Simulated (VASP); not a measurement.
A run of VASP 6.6.1 is set up as follows.

Contents of INCAR:

```
PREC = Accurate
ENCUT = 520
EDIFF = 1E-6
ISMEAR = 0
SIGMA = 0.02
LREAL = Auto
LASPH = T
NELM = 100
ALGO = Normal
ISIF = 2
LWAVE = F
LCHARG = T
GGA = PE
LELF = T
LVHAR = T
NBANDS = 56
```

Contents of KPOINTS:

```
Automatic mesh
0
Gamma
  2 2 1
```

POSCAR

```
HC18F
1.0
    7.3980000000      0.0000000000      0.0000000000
   -3.6990000000      6.4068560000      0.0000000000
    0.0000000000      0.0000000000     12.0000000000
C F H
18 1 1
Direct
   -0.0052730275     -0.0075082068      0.0741790833
    0.2156305500      0.1029937305      0.0742694167
   -0.0073205960      0.3260257449      0.0747370000
    0.2178758546      0.4386013983      0.0747545000
   -0.0051795793      0.6614991815      0.0741634167
    0.2155287262      0.7717738623      0.0742518333
    0.3259394537     -0.0073630498      0.0739735000
    0.5507799933      0.1050612032      0.0732203333
    0.3281549958      0.3279950416      0.0743543333
    0.5488303365      0.4384425060      0.0738566667
    0.3280462148      0.6593076230      0.0743416667
    0.5489238289      0.7696267873      0.0738586667
    0.6611681486     -0.0055361007      0.0733196667
    0.8819892003      0.1047034614      0.0739854167
    0.6610706072      0.3258595167      0.0733077500
    0.8820813445      0.4365436027      0.0739729167
    0.6592759577      0.6593018479      0.0739151667
    0.8842221057      0.7717902509      0.0739780833
    0.7886610507      0.2231420528      0.3247079167
    0.8618593544      0.2592761567      0.2570190833
```

Potentials or basis: VASP PAW PBE potentials, release 64 (C, F, H).

The run is started by

```bash
$ cat potpaw_PBE.64/C/POTCAR potpaw_PBE.64/F/POTCAR potpaw_PBE.64/H/POTCAR > POTCAR
$ mpirun -np 1 vasp_std > vasp.out
```

(1) Predict the largest force.

(2) What does it give for the band gap on the k mesh?

## Answers

(1) 0.355 eV/Å.

(2) 0.22 eV.

Caveat: the k points lie up to 0.49 Å⁻¹ apart; there is no dipole correction, which matters where the two faces differ; semilocal functionals underestimate gaps, and a narrow one can read as zero.
